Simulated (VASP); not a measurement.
BAs: single point with PBE-based global hybrid

BAs:

```
B As
1.0
     0.00000    2.39187    2.39187
     2.39187    0.00000    2.39187
     2.39187    2.39187    0.00000
B As
1 1
Direct
  0.00000 0.00000 0.00000
  0.25000 0.25000 0.25000
```

```yaml
Program: VASP 6.6.1
Task: single point
Functional: PBE-based global hybrid
Potentials_or_basis: VASP PAW PBE potentials, release 64 (B, As)
Cutoff: 520 eV
k_mesh: 4 × 4 × 4
Occupations: gaussian, width 0.01 eV
Spin: no spin polarisation
```

The pressure is 2.5 GPa. The band gap on the k mesh is 1.70 eV, indirect (least direct gap 3.58 eV).

Levels at points of the mesh, in eV from the valence-band top:
```
           k point  band 2  band 3  band 4  band 5  band 6  band 7
(0.00, 0.00, 0.00)    0.00    0.00    0.00    3.58    3.58    3.58
(0.50, 0.00, 0.00)   -8.96   -1.85   -1.85    3.00    5.10    5.10
(0.50, 0.50, 0.00)   -8.71   -4.15   -4.15    1.70    1.73   11.80
```

It took 86 s on 1 thread of Intel(R) Xeon(R) Platinum 8259CL CPU @ 2.50GHz (Skylake/Cascade Lake) (shared host), peak memory 0.16 GiB.

Caveat: the k points lie up to 0.57 Å⁻¹ apart; the PAW data sets were made with another functional, which shifts forces and pressure a little. A k mesh can miss the band edges.
